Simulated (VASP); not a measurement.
# CoSi2 in VASP: a series of runs

CoSi2 is run at these levels: PBEsol; tasks: single point.

Program: VASP 6.6.1. These are calculated values, not measurements. Logs are shortened: lines on timing, memory, paths and dates and some standing lists are left out, and cuts for length are marked.

## (1) The cell of the first run

Symmetry: I4/mmm, No. 139, tetragonal system. Conventional cell: a = 3.644 Å, b = 3.644 Å, c = 5.408 Å, α = 90.00°, β = 90.00°, γ = 90.00°. Co (site symmetry 4/mmm) has 8 Si at 2.27 Å within 3.0 Å. Within 3.0 Å of Si (site symmetry -4m2) lie 4 Co at 2.27 Å and 6 Si at 2.58 to 2.70 Å.

## (2) Single point, PBEsol (biaxial strain in the a-b plane: -3.0 %)

The input, INCAR:

```
PREC = Accurate
ENCUT = 520
EDIFF = 1E-6
ISMEAR = 0
SIGMA = 0.1
LREAL = False
LASPH = True
NELM = 80
ALGO = Normal
ISIF = 2
LWAVE = False
LCHARG = False
GGA = PS
NBANDS = 26
```

The input, KPOINTS:

```
regular mesh
0
Gamma
  10 10 8
```

The input, POSCAR:

```
CoSi2
1.0
    2.5765663423      2.5765663423      0.0000000000
   -2.5765663423      2.5765663423      0.0000000000
    0.0000000000      0.0000000000      5.4081330650
Co Si
2 4
Direct
    0.0000000000      0.0000000000      0.0000000000
    0.5000000000      0.5000000000      0.5000000000
    0.0000000000      0.5000000000      0.7500000000
    0.5000000000      0.0000000000      0.7500000000
    0.5000000000      0.0000000000      0.2500000000
    0.0000000000      0.5000000000      0.2500000000
```

Potentials or basis: VASP PAW PBE potentials, release 64 (Co, Si).

Started as:

```
cat potpaw_PBE.64/Co/POTCAR potpaw_PBE.64/Si/POTCAR > POTCAR
mpirun -np 1 vasp_std > vasp.out
```

OUTCAR:

```text
PREC = Accurate
   ENCUT = 520
   EDIFF = 1E-6
   ISMEAR = 0
   LREAL = False
   LASPH = True
   NELM = 80
   ISIF = 2
   GGA = PS

 ion  position               nearest neighbor table
   1  0.000  0.000  0.000-   3 2.27   4 2.27   5 2.27   6 2.27   3 2.27   6 2.27   4 2.27   5 2.27

   2  0.500  0.500  0.500-   3 2.27   4 2.27   5 2.27   6 2.27   4 2.27   5 2.27   3 2.27   6 2.27

   3  0.000  0.500  0.750-   1 2.27   2 2.27   1 2.27   2 2.27   4 2.58   4 2.58   4 2.58   4 2.58
                             6 2.70   6 2.70
   4  0.500  0.000  0.750-   1 2.27   2 2.27   2 2.27   1 2.27   3 2.58   3 2.58   3 2.58   3 2.58
                             5 2.70   5 2.70
   5  0.500  0.000  0.250-   1 2.27   2 2.27   2 2.27   1 2.27   6 2.58   6 2.58   6 2.58   6 2.58
                             4 2.70   4 2.70
   6  0.000  0.500  0.250-   1 2.27   2 2.27   1 2.27   2 2.27   5 2.58   5 2.58   5 2.58   5 2.58
                             3 2.70   3 2.70

  LATTYP: Found a simple tetragonal cell.
 ALAT       =     3.6438150656
 C/A-ratio  =     1.4841952645

  Lattice vectors:

 A1 = (   2.5765663423,   2.5765663423,   0.0000000000)
 A2 = (  -2.5765663423,   2.5765663423,   0.0000000000)
 A3 = (   0.0000000000,   0.0000000000,   5.4081330650)

Analysis of symmetry for initial positions (statically):
=====================================================================
 Subroutine PRICEL returns following result:

  LATTYP: Found a body centered tetragonal cell.
 ALAT       =     3.6438150656
 C/A-ratio  =     1.4841952645

  Lattice vectors:

 A1 = (   2.5765663423,   0.0000000000,  -2.7040665325)
 A2 = (  -2.5765663423,   0.0000000000,  -2.7040665325)
 A3 = (   0.0000000000,   2.5765663423,   2.7040665325)

   2 primitive cells build up your supercell.

 Routine SETGRP: Setting up the symmetry group for a
 simple tetragonal supercell.

 Subroutine GETGRP returns: Found 16 space group operations
 (whereof 16 operations were pure point group operations)
 out of a pool of 16 trial point group operations.

The static configuration has the point symmetry D_4h.

Analysis of symmetry for dynamics (positions and initial velocities):
=====================================================================
 Subroutine PRICEL returns following result:

  LATTYP: Found a body centered tetragonal cell.
 ALAT       =     3.6438150656
 C/A-ratio  =     1.4841952645

  Lattice vectors:

 A1 = (   2.5765663423,   0.0000000000,  -2.7040665325)
 A2 = (  -2.5765663423,   0.0000000000,  -2.7040665325)
[... 116 lines left out ...]
   NSW    =      0    number of steps for IOM
   IBRION =     -1    ionic relax: 0-MD 1-quasi-New 2-CG
   NFREE  =      0    steps in history (QN), initial steepest desc. (CG)
   ISIF   =      2    stress and relaxation
   ISYM   =      2    0-nonsym 1-usesym 2-fastsym
   POTIM  = 0.5000    time-step for ionic-motion
   TEBEG  =    0.0;   TEEND  =   0.0 temperature during run
   PSTRESS=    0.0 pullay stress
   NELECT =      34.0000    total number of electrons
   NUPDOWN=      -1.0000    fix difference up-down
   EMIN   =  10.00;   EMAX   =-10.00  energy-range for DOS
   EFERMI =   0.00;   METHOD = LEGACY
   ISMEAR =     0;   SIGMA  =   0.10  broadening in eV -4-tet -1-fermi 0-gaus
   EFERMI_NEDOS =   21; number of points for ismear=-14 and -15
   IALGO  =     38    algorithm
   IMIX   =      4    mixing-type and parameters
     AMIX     =   0.40;   BMIX     =  1.00
     AMIX_MAG =   1.60;   BMIX_MAG =  1.00
  volume/ion in A,a.u.               =      11.97        80.76
  Fermi-wavevector in a.u.,A,eV,Ry     =   1.275992  2.411274 22.152386  1.628154
  Thomas-Fermi vector in A             =   2.408673
   LORBIT       =      0    0 simple, 1 ext, 2 COOP (PROOUT), +10 PAW based schemes
   GGA     = PS    functional components
   LHFCALC =     F    Hartree Fock is set to
   AEXX    =    0.0000 exact exchange contribution
   IVDW    =     0    specifies the selected vdW correction
   LEPSILON=     F    determine dielectric tensor
   LRPA    =     F    only Hartree local field effects (RPA)
 non-spin polarized calculation
 Gauss-broadening in eV      SIGMA  =   0.10
  energy-cutoff  :      520.00
  volume of cell :       71.81
 maximum number of plane-waves:      1960
 NGX is ok and might be reduce to    28
   NGX = 13   NGY = 13   NGZ = 21

 number of electron      34.0000010 magnetization

 Free energy of the ion-electron system (eV)
  ---------------------------------------------------
  ext. energy  EPLUGINS =         0.00000000
  ---------------------------------------------------
  free energy    TOTEN  =       -41.84454784 eV

  energy without entropy =      -41.83566768  energy(sigma->0) =      -41.84010776

 E-fermi :  10.9280     XC(G=0): -12.1679

 val. band max:       10.9219126240   @ k =   0.2000   0.2000   0.0000
 cond. band min:      10.9487018311   @ k =   0.3000   0.3000   0.3750
 fundamental gap:      0.0267892071
 Fermi energy:        10.9280309632

 k-point     1 :       0.0000    0.0000    0.0000
  band No.  band energies     occupation
      1      -2.7316      2.00000
      2       1.1525      2.00000
      3       3.2815      2.00000
      4       4.7032      2.00000
      5       6.4712      2.00000
      6       6.4712      2.00000
[... 685 lines left out ...]
     25      16.4900      0.00000
     26      17.1630      0.00000

 [... further k-points ...]

------------------------ aborting loop because EDIFF is reached ----------------------------------------

  FORCE on cell =-STRESS in cart. coord.  units (eV):
  Direction    XX          YY          ZZ          XY          YZ          ZX
  --------------------------------------------------------------------------------------
  -------------------------------------------------------------------------------------
  Total        5.0857649      5.0857649      2.6478773      0.0000000      0.0000000      0.0000000
  in kB      113.4767377    113.4767377     59.0810783      0.0000000      0.0000000      0.0000000
  external PRESSURE =      95.3448513 kB  Pullay stress =       0.0000000 kB

 VOLUME and BASIS-vectors are now :
 -----------------------------------------------------------------------------
  energy-cutoff  :      520.00
  volume of cell :       71.81
      direct lattice vectors                 reciprocal lattice vectors
     2.576566342  2.576566342  0.000000000     0.194056715  0.194056715  0.000000000
    -2.576566342  2.576566342  0.000000000    -0.194056715  0.194056715  0.000000000
     0.000000000  0.000000000  5.408133065     0.000000000  0.000000000  0.184906693

 POSITION                                       TOTAL-FORCE (eV/Angst)
 -----------------------------------------------------------------------------------
      0.00000      0.00000      0.00000        -0.000000     -0.000000     -0.000000
      0.00000      2.57657      2.70407         0.000000     -0.000000      0.000000
     -1.28828      1.28828      4.05610        -0.000000      0.000000     -0.000000
      1.28828      1.28828      4.05610        -0.000000      0.000000      0.000000
      1.28828      1.28828      1.35203        -0.000000      0.000000     -0.000000
     -1.28828      1.28828      1.35203        -0.000000     -0.000000     -0.000000
 -----------------------------------------------------------------------------------
    total drift:                               -0.000000      0.000000      0.000000

  FREE ENERGIE OF THE ION-ELECTRON SYSTEM (eV)
  ---------------------------------------------------
  free  energy   TOTEN  =       -41.8445478373 eV

  energy  without entropy=      -41.8356676774  energy(sigma->0) =      -41.84010776
```

OSZICAR:

```text
N       E                     dE             d eps       ncg     rms          rms(c)
DAV:   1     0.193025584522E+03    0.19303E+03   -0.14150E+04  5460   0.134E+03
DAV:   2    -0.303839170196E+02   -0.22341E+03   -0.20947E+03  5492   0.293E+02
DAV:   3    -0.446534429049E+02   -0.14270E+02   -0.13675E+02  6868   0.862E+01
DAV:   4    -0.450911127910E+02   -0.43767E+00   -0.43496E+00  6802   0.144E+01
DAV:   5    -0.451072107171E+02   -0.16098E-01   -0.16087E-01  7620   0.279E+00    0.227E+01
DAV:   6    -0.512433481666E+02   -0.61361E+01   -0.58769E+01  6798   0.129E+02    0.235E+01
DAV:   7    -0.418360696628E+02    0.94073E+01   -0.28297E+01  6620   0.107E+02    0.651E+00
DAV:   8    -0.419761776637E+02   -0.14011E+00   -0.32737E+00  6060   0.874E+00    0.346E+00
DAV:   9    -0.418477682103E+02    0.12841E+00   -0.30542E-01  7034   0.888E+00    0.886E-01
DAV:  10    -0.418451480861E+02    0.26201E-02   -0.28873E-02  6858   0.123E+00    0.477E-01
DAV:  11    -0.418446103778E+02    0.53771E-03   -0.35219E-03  7360   0.902E-01    0.136E-01
DAV:  12    -0.418445798650E+02    0.30513E-04   -0.58914E-04  8010   0.379E-01    0.620E-02
DAV:  13    -0.418445495380E+02    0.30327E-04   -0.86445E-05  7846   0.145E-01    0.303E-02
DAV:  14    -0.418445480642E+02    0.14738E-05   -0.18768E-05  8294   0.434E-02    0.111E-02
DAV:  15    -0.418445478373E+02    0.22684E-06   -0.70076E-07  3292   0.842E-03
   1 F= -.41844548E+02 E0= -.41840108E+02  d E =-.888016E-02
```

stdout:

```text
POSCAR found type information on POSCAR CoSi
 POSCAR found :  2 types and       6 ions
 scaLAPACK will be used
 -----------------------------------------------------------------------------
|                                                                             |
|                                                                             |
|     You enforced a specific xc type in the INCAR file but a different       |
|     I HOPE YOU KNOW WHAT YOU ARE DOING!                                     |
|                                                                             |
 -----------------------------------------------------------------------------

 LDA part: xc-table for (Slater+PW92), standard interpolation
 POSCAR, INCAR and KPOINTS ok, starting setup
 FFT: planning ... GRIDC
 FFT: planning ... GRID_SOFT
 FFT: planning ... GRID
 WAVECAR not read
 entering main loop
```

Run time: 2.3 min. Hardware: 1 thread of Intel Xeon Platinum 8488C (Sapphire Rapids), shared host; peak memory 0.28 GiB.

Results:

```
Free energy            : -41.8445 eV
Pressure               : 9.5 GPa
Band gap on the k mesh : zero (bands 17 and 18 overlap by 3.74 eV)
```

Caveat: the cell differs from its parent crystal (biaxial strain in the a-b plane: -3.0 %); the cell stands under pressure; the PAW data sets were made with another functional, which shifts forces and pressure a little; the run has no spin polarisation, though such a crystal can be magnetic.

(Part 1 of 2 ends here.)
